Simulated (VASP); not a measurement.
Set up this calculation in VASP 6.6.1, as the native input.

* Task: single point
* Functional: PBE
* Potentials or basis: VASP PAW PBE potentials, release 64 (Zr_sv, Si)
* Cutoff: 520 eV
* k mesh: 6 × 6 × 6
* Occupations: gaussian, width 0.1 eV
* Spin: collinear spin
* Starting moments: [1.0, 0.0, 0.0] μB
* Dipole correction: no
* Further INCAR settings: ALGO = Fast; EDIFF = 1e-07; NBANDS = 21

The structure of ZrSi2 lies in POSCAR:

```
ZrSi2
1.0
   -2.6613565977      2.6613565977      2.2991790809
    2.6613565977     -2.6613565977      2.2991790809
    2.6613565977      2.6613565977     -2.2991790809
Zr Si
1 2
Direct
    0.0000000000      0.0000000000      0.0000000000
    0.5000000000      0.0000000000      0.5000000000
    0.0000000000      0.5000000000      0.5000000000
```

The cell was generated, and may not be a known phase.

One way to write it, as run:

INCAR

```
  PREC = Accurate
  ENCUT = 520
  EDIFF = 1E-7
  ISMEAR = 0
  SIGMA = 0.1
  LREAL = False
  LASPH = True
  NELM = 150
  ALGO = Fast
  ISIF = 2
  LWAVE = False
  LCHARG = False
  ISPIN = 2
  MAGMOM = 1 0 0
  LORBIT = 11
  LMAXMIX = 4
  GGA = PE
  NBANDS = 21
```

KPOINTS

```
Automatic mesh
0
Gamma
  6 6 6
```

Potentials or basis: VASP PAW PBE potentials, release 64 (Zr_sv, Si).

The run is started by

```console
$ cat potpaw_PBE.64/Zr_sv/POTCAR potpaw_PBE.64/Si/POTCAR > POTCAR
$ mpirun -np 1 vasp_std > vasp.out
```

Results of the run:

```json
{
  "Pressure": "0.0 GPa",
  "Band gap on the k mesh": "zero (filled and empty bands overlap)",
  "Net moment": "0.00 μB per cell",
  "Valence electrons inside the program's atomic spheres": "Zr 9.71; Si 1.68"
}
```

Run time: 2.6 min on 1 thread of Oxide Virtual Turin-like Processor, with other jobs on the host, peak memory 0.23 GiB.
